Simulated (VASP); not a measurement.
Wanted: the native input for a VASP 6.6.1 run.

```
Task                   : single point
Functional             : PBE
Potentials or basis    : VASP PAW PBE potentials, release 64 (Li_sv, Cl)
Cutoff                 : 520 eV
k mesh                 : 8 × 8 × 8
Occupations            : gaussian, width 0.05 eV
Spin                   : no spin polarisation
Dipole correction      : no
Further INCAR settings : ALGO = Normal; EDIFF = 1e-06; NBANDS = 12
```

The structure of LiCl lies in POSCAR:

```
LiCl
1.0
    0.0000000000      2.5647600000      2.5647600000
    2.5647600000      0.0000000000      2.5647600000
    2.5647600000      2.5647600000      0.0000000000
Li Cl
1 1
Direct
    0.0121843759     -0.0121843759      0.0121843759
    0.5000000000      0.5000000000      0.5000000000
```

This cell differs from its parent crystal: all Li atoms moved +0.062 Å, as atom 1 along Cartesian [0 1 0].

The input as run:

INCAR

```
SYSTEM = LiCl
PREC = Accurate
ENCUT = 520
EDIFF = 1E-6
ISMEAR = 0
SIGMA = 0.05
LREAL = .FALSE.
LASPH = .TRUE.
NELM = 80
ALGO = Normal
ISIF = 2
LWAVE = .FALSE.
LCHARG = .FALSE.
GGA = PE
NBANDS = 12
```

KPOINTS

```
regular mesh
0
G
  8 8 8
  0 0 0
```

Potentials or basis: VASP PAW PBE potentials, release 64 (Li_sv, Cl).

Command:

```sh
$ cat potpaw_PBE.64/Li_sv/POTCAR potpaw_PBE.64/Cl/POTCAR > POTCAR
$ mpirun -np 1 vasp_std > vasp.out
```

It gave:

The largest force is 0.043 eV/Å and the band gap on the k mesh is 6.34 eV.

Caveat: the cell differs from its parent crystal (all Li atoms moved +0.062 Å, as atom 1 along Cartesian [0 1 0]).

It took 23 s on 1 thread of Intel Xeon 8259CL, on a shared host, peak memory 0.16 GiB.
